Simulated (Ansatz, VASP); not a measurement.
Two plane-wave programs on RbHg

```
Rb Hg
1.0
     4.26449    0.00000    0.00000
     0.00000    4.26449    0.00000
     0.00000    0.00000    7.47446
Rb Hg
1 1
Direct
  0.50000 0.50000 0.50000
  0.50000 0.50000 0.00000
```

Alike in both runs: functional PBE; k mesh 14 × 14 × 8; occupations gaussian, width 0.1 eV; no spin polarisation.

Ansatz relaxed the structure, and its values are those at the end. VASP's run is a single point on that final structure, the one shown.

|  | VASP | Ansatz |
| --- | --- | --- |
| version | VASP 6.6.1 | Ansatz 0.2.0 |
| potentials or method | VASP PAW PBE potentials, release 64 (Rb_sv, Hg), cutoff 520 eV | scalar-relativistic, plane waves, PAW |
| valence electrons in the cell | 21 | 29 |

|  | VASP | Ansatz | Ansatz less VASP |
| --- | --- | --- | --- |
| gap on the k mesh at the Fermi level (eV) | none | none | - |
| pressure (GPa) | 0.0 | 0.0 | +0.01 |

A gap of «none» marks a metal or a gap that the smearing closes. VASP's potentials hold 21 valence electrons a cell and Ansatz's 29, so a difference there can come from the potentials and not from the codes.

Spin-orbit coupling is off throughout.
